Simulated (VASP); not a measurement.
Input of a VASP 6.6.1 run:

File INCAR:

```
  ALGO = Normal
  EDIFF = 1E-7
  EDIFFG = -0.01
  ENCUT = 500
  GGA = PS
  GGA_COMPAT = False
  IBRION = 2
  ISIF = 3
  ISMEAR = -1
  LASPH = True
  LCHARG = False
  LREAL = False
  LWAVE = False
  NELM = 120
  NELMIN = 4
  NSW = 80
  PREC = Accurate
  SIGMA = 0.1
```

Contents of KPOINTS:

```
k-points
0
Gamma
  11 11 3
```

File POSCAR:

```
Sb
1.0
    3.3749600568      0.0000000000      0.0000000000
   -1.6874800284      2.9228011460      0.0000000000
    0.0000000000      0.0000000000     11.0226195456
Sb
4
Direct
    0.0000000000      0.0000000000      0.0000000000
    0.0000000000      0.0000000000      0.5000000000
    0.3333333333      0.6666666667      0.2500000000
    0.6666666667      0.3333333333      0.7500000000
```

Potentials or basis: VASP PAW PBE potentials, release 64 (Sb).

Launch:

```sh
$ cat potpaw_PBE.64/Sb/POTCAR > POTCAR
$ mpirun -np 1 vasp_std > vasp.out
```

Q: Predict the band gap on the k mesh.

A: Zero (band 10 reaches 13.60 eV, above the bottom of band 11 at 6.38 eV).

Q: Estimate the relaxed volume.

A: 26.13 Å³/atom.

Q: Estimate the relaxed cell.

A: a = 3.292 Å, b = 3.292 Å, c = 11.138 Å, α = 90.00°, β = 90.00°, γ = 120.00°.

Q: Estimate the space group after relaxing (to 0.05 Å).

A: P6_3/mmc (No. 194).

Final structure:
```
CELL_PARAMETERS angstrom
3.29156 0.00000 0.00000
-1.64578 2.85058 0.00000
0.00000 0.00000 11.13784
ATOMIC_POSITIONS crystal
Sb 0.00000 0.00000 0.00000
Sb 0.00000 0.00000 0.50000
Sb 0.33333 0.66667 0.25000
Sb 0.66667 0.33333 0.75000
```

Caveat: the PAW data sets were made with another functional, which shifts forces and pressure a little; spin-orbit coupling is left out, which moves the levels of the heavy elements.
